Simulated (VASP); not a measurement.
# BaTiO3 (Pm-3m) in VASP: a series of runs

The runs below take BaTiO3 through single point, relaxation of cell and atoms, with r2SCAN.

Everything below comes from runs of VASP 6.6.1. Logs are shortened: lines on timing, memory, paths and dates and some standing lists are left out, and cuts for length are marked.

### 1 The cell of the first run

Symmetry: Pm-3m, No. 221, cubic system. Conventional cell: a = 4.073 Å, b = 4.073 Å, c = 4.073 Å, α = 90.00°, β = 90.00°, γ = 90.00°. Ba (site symmetry m-3m) has 12 O at 2.88 Å and 8 Ti at 3.53 Å within 3.8 Å. Within 2.7 Å of Ti (site symmetry m-3m) lie 6 O at 2.04 Å. Within 2.7 Å of O (site symmetry 4/mmm) lie 2 Ti at 2.04 Å.

### 2 Single point, r2SCAN

POSCAR reads:

```
BaTiO3
1.0
    4.0727657200      0.0000000000      0.0000000000
    0.0000000000      4.0727657200      0.0000000000
    0.0000000000      0.0000000000      4.0727657200
Ba Ti O
1 1 3
Direct
    0.5000000000      0.5000000000      0.5000000000
    0.0000000000      0.0000000000      0.0000000000
    0.5000000000      0.0000000000      0.0000000000
    0.0000000000      0.5000000000      0.0000000000
    0.0000000000      0.0000000000      0.5000000000
```

INCAR.step1 reads:

```
PREC = Accurate
ENCUT = 520
ISMEAR = -1
SIGMA = 0.02
LREAL = False
LASPH = True
NELM = 80
NBANDS = 28
GGA = PE
ALGO = Normal
EDIFF = 1E-4
LWAVE = True
LCHARG = False
```

INCAR.step2 reads:

```
PREC = Accurate
ENCUT = 520
EDIFF = 1E-7
ISMEAR = -1
SIGMA = 0.02
LREAL = False
LASPH = True
NELM = 80
ALGO = Normal
ISIF = 2
LWAVE = False
LCHARG = True
METAGGA = R2SCAN
LMIXTAU = True
LELF = True
LVHAR = True
NBANDS = 28
ISTART = 1
```

KPOINTS reads:

```
Automatic mesh
0
Gamma
  8 8 8
```

Potentials or basis: VASP PAW PBE potentials, release 64 (Ba_sv, Ti_sv, O).

Started as:

```
> cat potpaw_PBE.64/Ba_sv/POTCAR potpaw_PBE.64/Ti_sv/POTCAR potpaw_PBE.64/O/POTCAR > POTCAR
> cp INCAR.step1 INCAR
> mpirun -np 1 vasp_std > vasp.out
> cp INCAR.step2 INCAR
> mpirun -np 1 vasp_std > vasp.out
```

OUTCAR:

```text
PREC = Accurate
   ENCUT = 520
   EDIFF = 1E-7
   ISMEAR = -1
   LREAL = False
   LASPH = True
   NELM = 80
   ISIF = 2
   METAGGA = R2SCAN
   ISTART = 1

 ion  position               nearest neighbor table
   1  0.500  0.500  0.500-   3 2.88   4 2.88   5 2.88   3 2.88   4 2.88   3 2.88   5 2.88   3 2.88
                             4 2.88   5 2.88   4 2.88   5 2.88   2 3.53   2 3.53   2 3.53   2 3.53
   2  0.000  0.000  0.000-   3 2.04   4 2.04   5 2.04   5 2.04   4 2.04   3 2.04   1 3.53   1 3.53
                             1 3.53   1 3.53   1 3.53   1 3.53   1 3.53   1 3.53
   3  0.500  0.000  0.000-   2 2.04   2 2.04   1 2.88   1 2.88   1 2.88   1 2.88
   4  0.000  0.500  0.000-   2 2.04   2 2.04   1 2.88   1 2.88   1 2.88   1 2.88
   5  0.000  0.000  0.500-   2 2.04   2 2.04   1 2.88   1 2.88   1 2.88   1 2.88

  LATTYP: Found a simple cubic cell.
 ALAT       =     4.0727657200

  Lattice vectors:

 A1 = (   4.0727657200,   0.0000000000,   0.0000000000)
 A2 = (   0.0000000000,   4.0727657200,   0.0000000000)
 A3 = (   0.0000000000,   0.0000000000,   4.0727657200)

Analysis of symmetry for initial positions (statically):
=====================================================================
 Subroutine PRICEL returns:
 Original cell was already a primitive cell.

 Routine SETGRP: Setting up the symmetry group for a
 simple cubic supercell.

 Subroutine GETGRP returns: Found 48 space group operations
[... 9 lines left out ...]

 Routine SETGRP: Setting up the symmetry group for a
 simple cubic supercell.

 Subroutine GETGRP returns: Found 48 space group operations
[... 11 lines left out ...]
                                     Primitive cell

  volume of cell :      67.5567

  direct lattice vectors                    reciprocal lattice vectors
     4.072765720  0.000000000  0.000000000     0.245533396  0.000000000  0.000000000
     0.000000000  4.072765720  0.000000000     0.000000000  0.245533396  0.000000000
     0.000000000  0.000000000  4.072765720     0.000000000  0.000000000  0.245533396

  length of vectors
     4.072765720  4.072765720  4.072765720     0.245533396  0.245533396  0.245533396

  position of ions in fractional coordinates (direct lattice)
     0.500000000  0.500000000  0.500000000
     0.000000000  0.000000000  0.000000000
     0.500000000  0.000000000  0.000000000
     0.000000000  0.500000000  0.000000000
     0.000000000  0.000000000  0.500000000

  ion indices of the primitive-cell ions
   primitive index   ion index
                 1           1
                 2           2
                 3           3
                 4           4
                 5           5

----------------------------------------------------------------------------------------

 KPOINTS: Automatic mesh

Automatic generation of k-mesh.
 Grid dimensions read from file:
 generate k-points for:    8    8    8

 Generating k-lattice:

  Cartesian coordinates                     Fractional coordinates (reciprocal lattice)
     0.030691675  0.000000000  0.000000000     0.125000000  0.000000000  0.000000000
     0.000000000  0.030691675  0.000000000     0.000000000  0.125000000  0.000000000
     0.000000000  0.000000000  0.030691675     0.000000000  0.000000000  0.125000000

  Length of vectors
     0.030691675  0.030691675  0.030691675

  Shift w.r.t. Gamma in fractional coordinates (k-lattice)
     0.000000000  0.000000000  0.000000000

 Subroutine IBZKPT returns following result:
 ===========================================

 Found     35 irreducible k-points:

 Following reciprocal coordinates:
            Coordinates               Weight
  0.000000  0.000000  0.000000      1.000000
  0.125000  0.000000  0.000000      6.000000
  0.250000  0.000000  0.000000      6.000000
  0.375000  0.000000  0.000000      6.000000
  0.500000  0.000000  0.000000      3.000000
  0.125000  0.125000  0.000000     12.000000
[... 16 lines left out ...]
  0.375000  0.375000  0.125000     24.000000
  0.500000  0.375000  0.125000     24.000000
 [... further k-points ...]
   k-points           NKPTS =     35   k-points in BZ     NKDIM =     35   number of bands    NBANDS=     28
   number of dos      NEDOS =    301   number of ions     NIONS =      5
   total plane-waves  NPLWV =  27000
   dimension x,y,z NGX =    30 NGY =   30 NGZ =   30
   dimension x,y,z NGXF=    60 NGYF=   60 NGZF=   60
   ions per type =               1   1   3
   NGX,Y,Z   is equivalent  to a cutoff of  12.25, 12.25, 12.25 a.u.
   NGXF,Y,Z  is equivalent  to a cutoff of  24.49, 24.49, 24.49 a.u.
 SYSTEM =  unknown system
   PREC   = accura    normal or accurate (medium, high low for compatibility)
   ISTART =      1    job   : 0-new  1-cont  2-samecut
   ICHARG =      0    charge: 1-file 2-atom 10-const
   ISPIN  =      1    spin polarized calculation?
   LNONCOLLINEAR =      F non collinear calculations
   LSORBIT =      F    spin-orbit coupling
   LASPH  =      T    aspherical Exc in radial PAW
   ENCUT  =  520.0 eV  38.22 Ry    6.18 a.u.   7.57  7.57  7.57*2*pi/ulx,y,z
   NELM   =     80;   NELMIN=  2; NELMDL=  0     # of ELM steps
   EDIFF  = 0.1E-06   stopping-criterion for ELM
   LREAL  =      F    real-space projection
   EDIFFG = 0.1E-05   stopping-criterion for IOM
   NSW    =      0    number of steps for IOM
   IBRION =     -1    ionic relax: 0-MD 1-quasi-New 2-CG
   NFREE  =      0    steps in history (QN), initial steepest desc. (CG)
   ISIF   =      2    stress and relaxation
   ISYM   =      2    0-nonsym 1-usesym 2-fastsym
   POTIM  = 0.5000    time-step for ionic-motion
   TEBEG  =    0.0;   TEEND  =   0.0 temperature during run
   PSTRESS=    0.0 pullay stress
   NELECT =      40.0000    total number of electrons
   NUPDOWN=      -1.0000    fix difference up-down
   EMIN   =  10.00;   EMAX   =-10.00  energy-range for DOS
   EFERMI =   0.00;   METHOD = LEGACY
   ISMEAR =    -1;   SIGMA  =   0.02  broadening in eV -4-tet -1-fermi 0-gaus
   EFERMI_NEDOS =   21; number of points for ismear=-14 and -15
   IALGO  =     38    algorithm
   IMIX   =      4    mixing-type and parameters
     AMIX     =   0.40;   BMIX     =  1.00
     AMIX_MAG =   1.60;   BMIX_MAG =  1.00
  volume/ion in A,a.u.               =      13.51        91.18
  Fermi-wavevector in a.u.,A,eV,Ry     =   1.374692  2.597791 25.711991  1.889778
  Thomas-Fermi vector in A             =   2.500095
   LORBIT       =      0    0 simple, 1 ext, 2 COOP (PROOUT), +10 PAW based schemes
   METAGGA = R2SCAN    functional components
   LHFCALC =     F    Hartree Fock is set to
   AEXX    =    0.0000 exact exchange contribution
   IVDW    =     0    specifies the selected vdW correction
   LEPSILON=     F    determine dielectric tensor
   LRPA    =     F    only Hartree local field effects (RPA)
 non-spin polarized calculation
  energy-cutoff  :      520.00
  volume of cell :       67.56
 maximum number of plane-waves:      1856
   NGX = 15   NGY = 15   NGZ = 15

 number of electron      39.9999986 magnetization

 Free energy of the ion-electron system (eV)
  ---------------------------------------------------
  ext. energy  EPLUGINS =         0.00000000
  ---------------------------------------------------
  free energy    TOTEN  =       -74.16070382 eV

  energy without entropy =      -74.16070382  energy(sigma->0) =      -74.16070382

 E-fermi :   3.6061     XC(G=0): -11.6249

 val. band max:        3.1384506743   @ k =   0.5000   0.5000   0.5000
 cond. band min:       5.1475371303   @ k =   0.0000   0.0000   0.0000
 fundamental gap:      2.0090864560
 Fermi energy:         3.6060520262

 k-point     1 :       0.0000    0.0000    0.0000
  band No.  band energies     occupation
      1     -55.9838      2.00000
      2     -31.1129      2.00000
      3     -31.1128      2.00000
      4     -31.1128      2.00000
      5     -22.4640      2.00000
      6     -14.6034      2.00000
[... 20 lines left out ...]
     27       8.6703      0.00000
     28      10.8537      0.00000

 k-point     2 :       0.1250    0.0000    0.0000
  band No.  band energies     occupation
      1     -55.9837      2.00000
      2     -31.1193      2.00000
      3     -31.1126      2.00000
      4     -31.1126      2.00000
      5     -22.4501      2.00000
      6     -14.6030      2.00000
[... 20 lines left out ...]
     27       8.9655      0.00000
     28      11.2186      0.00000

 k-point     3 :       0.2500    0.0000    0.0000
  band No.  band energies     occupation
      1     -55.9834      2.00000
      2     -31.1350      2.00000
      3     -31.1121      2.00000
      4     -31.1121      2.00000
      5     -22.4162      2.00000
      6     -14.6382      2.00000
[... 20 lines left out ...]
     27       9.7421      0.00000
     28      11.9245      0.00000

 k-point     4 :       0.3750    0.0000    0.0000
  band No.  band energies     occupation
      1     -55.9831      2.00000
      2     -31.1505      2.00000
      3     -31.1116      2.00000
      4     -31.1116      2.00000
      5     -22.3818      2.00000
      6     -14.7093      2.00000
[... 20 lines left out ...]
     27      10.6563      0.00000
     28      11.8349      0.00000

 k-point     5 :       0.5000    0.0000    0.0000
  band No.  band energies     occupation
      1     -55.9830      2.00000
      2     -31.1569      2.00000
      3     -31.1114      2.00000
      4     -31.1114      2.00000
      5     -22.3673      2.00000
      6     -14.7450      2.00000
[... 20 lines left out ...]
     27      11.0962      0.00000
     28      11.7972      0.00000

 k-point     6 :       0.1250    0.1250    0.0000
  band No.  band energies     occupation
      1     -55.9836      2.00000
      2     -31.1192      2.00000
      3     -31.1190      2.00000
      4     -31.1124      2.00000
      5     -22.4369      2.00000
      6     -14.5922      2.00000
[... 463 lines left out ...]
      5     -22.3386      2.00000
      6     -14.4569      2.00000
[... 20 lines left out ...]
     27      11.5949      0.00000
     28      12.0510      0.00000

 k-point    22 :       0.5000    0.2500    0.1250
  band No.  band energies     occupation
      1     -55.9824      2.00000
      2     -31.1555      2.00000
      3     -31.1328      2.00000
      4     -31.1170      2.00000
      5     -22.3270      2.00000
      6     -14.4567      2.00000
[... 20 lines left out ...]
     27      11.8619      0.00000
     28      12.0146      0.00000

 k-point    23 :       0.3750    0.3750    0.1250
  band No.  band energies     occupation
      1     -55.9823      2.00000
      2     -31.1485      2.00000
      3     -31.1483      2.00000
      4     -31.1167      2.00000
      5     -22.3147      2.00000
      6     -14.3242      2.00000
[... 20 lines left out ...]
     27      11.7484      0.00000
     28      12.3581      0.00000

 k-point    24 :       0.5000    0.3750    0.1250
  band No.  band energies     occupation
      1     -55.9821      2.00000
      2     -31.1547      2.00000
      3     -31.1481      2.00000
      4     -31.1165      2.00000
      5     -22.3048      2.00000
      6     -14.2758      2.00000
[... 20 lines left out ...]
     27      11.6648      0.00000
     28      12.4933      0.00000

 [... further k-points ...]

------------------------ aborting loop because EDIFF is reached ----------------------------------------

  FORCE on cell =-STRESS in cart. coord.  units (eV):
  Direction    XX          YY          ZZ          XY          YZ          ZX
  --------------------------------------------------------------------------------------
  -------------------------------------------------------------------------------------
  Total       -3.2394429     -3.2394429     -3.2394429      0.0000000      0.0000000      0.0000000
  in kB      -76.8267786    -76.8267786    -76.8267786      0.0000000      0.0000000      0.0000000
  external PRESSURE =     -76.8267786 kB  Pullay stress =       0.0000000 kB

 VOLUME and BASIS-vectors are now :
 -----------------------------------------------------------------------------
  energy-cutoff  :      520.00
  volume of cell :       67.56
      direct lattice vectors                 reciprocal lattice vectors
     4.072765720  0.000000000  0.000000000     0.245533396  0.000000000  0.000000000
     0.000000000  4.072765720  0.000000000     0.000000000  0.245533396  0.000000000
     0.000000000  0.000000000  4.072765720     0.000000000  0.000000000  0.245533396

 POSITION                                       TOTAL-FORCE (eV/Angst)
 -----------------------------------------------------------------------------------
      2.03638      2.03638      2.03638         0.000000      0.000000      0.000000
      0.00000      0.00000      0.00000         0.000000      0.000000      0.000000
      2.03638      0.00000      0.00000         0.000000      0.000000      0.000000
      0.00000      2.03638      0.00000         0.000000      0.000000      0.000000
      0.00000      0.00000      2.03638         0.000000      0.000000      0.000000
 -----------------------------------------------------------------------------------
    total drift:                                0.000000     -0.000000      0.000000

  FREE ENERGIE OF THE ION-ELECTRON SYSTEM (eV)
  ---------------------------------------------------
  free  energy   TOTEN  =       -74.1607038208 eV

  energy  without entropy=      -74.1607038208  energy(sigma->0) =      -74.16070382
```

Run time: 2.9 min. Hardware: 1 thread of Intel Xeon 6975P-C (Granite Rapids), shared host; peak memory 0.21 GiB.

Results:

* Free energy: -74.1607 eV
* Pressure: -7.7 GPa
* Band gap on the k mesh: 2.01 eV, indirect (least direct gap 2.21 eV)

Caveat: the PAW data sets were made with another functional, which shifts forces and pressure a little; spin-orbit coupling is left out, which moves the levels of the heavy elements.

### 3 Relaxation of cell and atoms, r2SCAN

This run uses another cell than the first one, of 12.86 Å³/atom, 0.952 times its volume.

POSCAR, as its differences from that of step 2:

```diff
@@ -2,5 +2,5 @@
 1.0
-    4.0727657200      0.0000000000      0.0000000000
-    0.0000000000      4.0727657200      0.0000000000
-    0.0000000000      0.0000000000      4.0727657200
+    4.0060000000      0.0000000000      0.0000000000
+    0.0000000000      4.0060000000      0.0000000000
+    0.0000000000      0.0000000000      4.0060000000
 Ba Ti O
```

INCAR.step1 reads:

```
SYSTEM = BaTiO3
ALGO = Normal
EDIFF = 1E-4
ENCUT = 600
GGA = PE
ISMEAR = -1
LASPH = .TRUE.
LCHARG = .FALSE.
LREAL = .FALSE.
LWAVE = .TRUE.
NELM = 100
PREC = Accurate
SIGMA = 0.02
```

INCAR.step2 reads:

```
SYSTEM = BaTiO3
ALGO = Normal
EDIFF = 1E-6
EDIFFG = -0.01
ENCUT = 600
IBRION = 2
ISIF = 3
ISMEAR = -1
ISTART = 1
LASPH = .TRUE.
LCHARG = .FALSE.
LMIXTAU = .TRUE.
LREAL = .FALSE.
LWAVE = .FALSE.
METAGGA = R2SCAN
NELM = 100
NSW = 80
PREC = Accurate
SIGMA = 0.02
```

KPOINTS reads:

```
k-points
0
G
  6 6 6
  0 0 0
```

Potentials or basis: VASP PAW PBE potentials, release 64 (Ba_sv, Ti_sv, O).

Started as:

```
> cat potpaw_PBE.64/Ba_sv/POTCAR potpaw_PBE.64/Ti_sv/POTCAR potpaw_PBE.64/O/POTCAR > POTCAR
> cp INCAR.step1 INCAR
> mpirun -np 1 vasp_std > vasp.out
> cp INCAR.step2 INCAR
> mpirun -np 1 vasp_std > vasp.out
```

Wall time 2 min (1 thread of Intel Xeon 6975P-C (Granite Rapids), shared host); peak memory 0.21 GiB.

Results (log left out):

| Property | Result |
| --- | --- |
| Free energy | -74.2426 eV |
| Relaxed volume | 12.87 Å³/atom |
| Relaxed cell | a = 4.007 Å, b = 4.007 Å, c = 4.007 Å, α = 90.00°, β = 90.00°, γ = 90.00° |
| Space group after relaxing (to 0.05 Å) | Pm-3m (No. 221) |
| Energy gained by relaxing | 0.0 meV/atom |
| Ionic steps | 3 |
| Pressure after relaxing | 0.0 GPa |
| Band gap on the k mesh | 2.13 eV, indirect (least direct gap 2.29 eV) |

Final structure:
```
Ba Ti O
1.0
     4.00747    0.00000    0.00000
     0.00000    4.00747    0.00000
     0.00000    0.00000    4.00747
Ba Ti O
1 1 3
Cartesian
  2.0037 2.0037 2.0037
  0.0000 0.0000 0.0000
  2.0037 0.0000 0.0000
  0.0000 2.0037 0.0000
  0.0000 0.0000 2.0037
```

Levels at points of the mesh, in eV from the valence-band top:
| k point | band 18 | band 19 | band 20 | band 21 | band 22 | band 23 |
| --- | --- | --- | --- | --- | --- | --- |
| (0.00, 0.00, 0.00) | -0.16 | -0.16 | -0.16 | 2.13 | 2.13 | 2.13 |
| (0.50, 0.00, 0.00) | -1.82 | -0.75 | -0.75 | 2.28 | 3.83 | 3.83 |
| (0.50, 0.50, 0.00) | -0.89 | -0.89 | -0.09 | 3.84 | 3.84 | 4.28 |
| (0.50, 0.50, 0.50) | 0.00 | 0.00 | 0.00 | 4.52 | 4.52 | 4.52 |

Caveat: the PAW data sets were made with another functional, which shifts forces and pressure a little; spin-orbit coupling is left out, which moves the levels of the heavy elements. r2SCAN opens gaps a little over a GGA but as a rule still falls short of measured ones.
